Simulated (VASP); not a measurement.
Set up this calculation in VASP 6.6.1, as the native input.

| Quantity | Value |
| --- | --- |
| Task | single point |
| Functional | LDA |
| Potentials or basis | VASP PAW LDA potentials, release 64 (Pb_d, Cs_sv, Cl) |
| Cutoff | 520 eV |
| k mesh | 5 × 5 × 5 |
| Occupations | fermi-dirac, width 0.05 eV |
| Spin | no spin polarisation |
| Dipole correction | no |
| Further INCAR settings | ALGO = Normal; EDIFF = 1e-06; NBANDS = 30 |

The structure of CsPbCl3 lies in POSCAR:

```
CsPbCl3
1.0
    5.5143232547      0.0000000000      0.0000000000
    0.0000000000      5.5143232547      0.0000000000
    0.0000000000      0.0000000000      5.5143232547
Pb Cs Cl
1 1 3
Direct
    0.5000000000      0.5000000000      0.5000000000
    0.0000000000      0.0000000000      0.0000000000
    0.5000000000      0.0000000000      0.5000000000
    0.0000000000      0.5000000000      0.5000000000
    0.5000000000      0.5000000000      0.0000000000
```

One way to write it, as run:

INCAR

```
PREC = Accurate
ENCUT = 520
EDIFF = 1E-6
ISMEAR = -1
SIGMA = 0.05
LREAL = F
LASPH = T
NELM = 60
ALGO = Normal
ISIF = 2
LWAVE = F
LCHARG = F
GGA = CA
NBANDS = 30
```

KPOINTS

```
regular mesh
0
Gamma
  5 5 5
```

Potentials or basis: VASP PAW LDA potentials, release 64 (Pb_d, Cs_sv, Cl).

Command:

```bash
$ cat potpaw_LDA.64/Pb_d/POTCAR potpaw_LDA.64/Cs_sv/POTCAR potpaw_LDA.64/Cl/POTCAR > POTCAR
$ mpirun -np 1 vasp_std > vasp.out
```

Results of the run:

```yaml
Pressure: 0.1 GPa
Band_gap_on_the_k_mesh: 2.67 eV
```

Caveat: spin-orbit coupling is left out, which moves the levels of the heavy elements; an odd mesh through Γ misses points on the zone boundary, where band edges can lie.

Wall time 23 s on 1 thread of Intel(R) Xeon(R) Platinum 8559C (Emerald Rapids), with other jobs on the host, peak memory 0.23 GiB.
